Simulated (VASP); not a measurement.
B17HN18 (a cell with a defect), 36 atoms in the cell. The cell holds a defect, 36 atoms: a = 7.465 Å, b = 7.465 Å, c = 6.495 Å, α = 90.00°, β = 90.00°, γ = 120.00°. 

| Item | Value |
| --- | --- |
| Program | VASP 6.6.1 |
| Task | single point |
| Functional | PBE |
| Potentials or basis | VASP PAW PBE potentials, release 64 (B, N, H) |
| Cutoff | 520 eV |
| k mesh | 1 × 1 × 1, shifted |
| Occupations | gaussian, width 0.01 eV |
| Spin | collinear spin |
| Fixed moment | 3 μB |
| Dipole correction | no |
| Charge | -1 |
| Further INCAR settings | LREAL = Auto; ALGO = Normal; EDIFF = 1e-06; NBANDS = 99; ISYM = -1; NELECT = 143.0 |

Potentials or basis: VASP PAW PBE potentials, release 64 (B, N, H).

Command:

```sh
$ cat potpaw_PBE.64/B/POTCAR potpaw_PBE.64/N/POTCAR potpaw_PBE.64/H/POTCAR > POTCAR
$ mpirun -np 1 vasp_std > vasp.out
```

Hardware: 1 thread of Intel(R) Xeon(R) Platinum 8259CL CPU @ 2.50GHz (Skylake/Cascade Lake), on a shared host.

Estimate the wall time of this run.

Run time: 6.2 min on 1 thread of Intel(R) Xeon(R) Platinum 8259CL CPU @ 2.50GHz (Skylake/Cascade Lake) (shared host), peak memory 0.5 GiB. Counts: scf iterations 19, k points 1.
